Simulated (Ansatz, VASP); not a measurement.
# One calculation of K, two programs

```
K
1.0
     3.84036    0.00000    0.00000
     0.00000    3.84036    0.00000
     0.00000    0.00000    5.43027
K
1
Direct
  0.00000 0.00000 0.00000
```

Alike in both runs: task single point; functional PBE; k mesh 12 × 12 × 12; occupations gaussian, width 0.15 eV; no spin polarisation.

|  | VASP | Ansatz |
| --- | --- | --- |
| version | VASP 6.6.1 | Ansatz 0.2.0 |
| potentials or method | VASP PAW PBE potentials, release 64 (K_sv), cutoff 520 eV | scalar-relativistic, plane waves, PAW |
| valence electrons in the cell | 9 | 9 |

|  | VASP | Ansatz | Ansatz less VASP |
| --- | --- | --- | --- |
| gap on the k mesh at the Fermi level (eV) | none | none | - |
| pressure (GPa) | 0.6 | 0.6 | +0.01 |
| traceless stress, the component that is largest in VASP (GPa) | -1.59 | -1.59 | +0.002 |

A gap of «none» marks a metal or a gap that the smearing closes.
